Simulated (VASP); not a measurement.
## RbGe4N2: single point with PBE

The system is RbGe4N2.

```xyz
7
Lattice="-3.7241 3.7241 2.7948 3.7241 -3.7241 2.7948 3.7241 3.7241 -2.7948" Properties=species:S:1:pos:R:3 pbc="T T T"
Rb    0.0000    0.0000    0.0000
Ge    0.0000    2.2441    2.7948
Ge    2.2441    0.0000    2.7948
Ge    1.4800    3.7241    0.0000
Ge    3.7241    1.4800    0.0000
N     3.7241    0.0000    1.3974
N     0.0000    3.7241    1.3974
```

```json
{
 "Program": "VASP 6.6.1",
 "Task": "single point",
 "Functional": "PBE",
 "Potentials or basis": "VASP PAW PBE potentials, release 64 (Rb_sv, Ge_d, N)",
 "Cutoff": "520 eV",
 "k mesh": "8 × 8 × 8",
 "Occupations": "gaussian, width 0.1 eV",
 "Spin": "no spin polarisation"
}
```

```yaml
Pressure: 0.1 GPa
Largest_force: 0.014 eV/Å
```

Forces in eV/Å, atoms in the order of the input:
```
Rb   0.000  0.000  0.000
Ge   0.000 -0.014  0.000
Ge  -0.014  0.000  0.000
Ge   0.014  0.000  0.000
Ge   0.000  0.014  0.000
N    0.000  0.000  0.000
N    0.000  0.000  0.000
```

Levels at points of the mesh, in eV from the Fermi level:
| k point | band 35 | band 36 | band 37 | band 38 | band 39 | band 40 |
| --- | --- | --- | --- | --- | --- | --- |
| (0.00, 0.00, 0.00) | -3.08 | -2.94 | -2.09 | 0.66 | 1.72 | 1.72 |
| (0.50, 0.00, 0.00) | -2.51 | -1.23 | -1.20 | 0.01 | 0.73 | 1.11 |
| (0.50, 0.50, 0.00) | -3.04 | -1.70 | -1.46 | -0.24 | 0.37 | 1.73 |
| (0.50, 0.50, 0.50) | -2.32 | -2.32 | -0.45 | -0.45 | -0.17 | -0.02 |

Run time: 5.6 min on 1 thread of Intel(R) Xeon(R) 6975P-C (Granite Rapids), with other jobs on the host, peak memory 0.54 GiB.
